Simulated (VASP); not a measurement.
A run of VASP 6.6.1 is set up as follows.

The input INCAR:

```
PREC     = Accurate       # precision mode
ENCUT    = 600            # plane-wave cutoff, eV
EDIFF    = 1E-6           # SCF threshold, eV
ISMEAR   = 0              # smearing method
SIGMA    = 0.1            # smearing width, eV
LREAL    = False          # projectors in reciprocal space
LASPH    = True           # aspherical terms in the spheres
NELM     = 100            # most SCF steps
ALGO     = Fast           # electronic algorithm
ISIF     = 3              # what is computed and relaxed
LWAVE    = False          # write WAVECAR
LCHARG   = False          # write CHGCAR
GGA      = PE             # functional
IBRION   = 2              # ionic algorithm
NSW      = 90             # ionic steps
EDIFFG   = -0.04          # ionic threshold
```

File KPOINTS:

```
regular mesh
0
Gamma
  6 6 2
```

Contents of POSCAR:

```
CuSn2
1.0
    3.2875738770      0.0000000000      0.0000000000
   -1.6437869385      2.8471224943      0.0000000000
    0.0000000000      0.0000000000     14.3789506165
Cu Sn
2 4
Direct
    0.6666666667      0.3333333333      0.3554393538
    0.6666666667      0.3333333333      0.6445606462
    0.3333333333      0.6666666667      0.7892019384
    0.3333333333      0.6666666667      0.2107980616
    0.3333333333      0.6666666667      0.5000000000
    0.6666666667      0.3333333333      0.0000000000
```

Potentials or basis: VASP PAW PBE potentials, release 64 (Cu, Sn_d).

Command:

```console
$ cat potpaw_PBE.64/Cu/POTCAR potpaw_PBE.64/Sn_d/POTCAR > POTCAR
$ mpirun -np 1 vasp_std > vasp.out
```

Estimate the relaxed cell.

a = 3.296 Å, b = 3.296 Å, c = 14.365 Å, α = 90.00°, β = 90.00°, γ = 120.00°.

What does it give for the space group after relaxing (to 0.05 Å)?

P-6m2 (No. 187).

What does it give for the relaxed volume?

22.53 Å³/atom.

What does it give for the band gap on the k mesh?

Zero (band 39 reaches 12.82 eV, above the bottom of band 40 at 6.20 eV).

Final structure:
```yaml
crystal:
  lattice:
    - [3.29627, 0.00000, 0.00000]
    - [-1.64814, 2.85466, 0.00000]
    - [0.00000, 0.00000, 14.36469]
  atoms:
    - { symbol: Cu, position: [0.66667, 0.33333, 0.35535] }
    - { symbol: Cu, position: [0.66667, 0.33333, 0.64465] }
    - { symbol: Sn, position: [0.33333, 0.66667, 0.78930] }
    - { symbol: Sn, position: [0.33333, 0.66667, 0.21070] }
    - { symbol: Sn, position: [0.33333, 0.66667, 0.50000] }
    - { symbol: Sn, position: [0.66667, 0.33333, 0.00000] }
```

Caveat: the k points lie up to 0.37 Å⁻¹ apart in the final cell; spin-orbit coupling is left out, which moves the levels of the heavy elements.
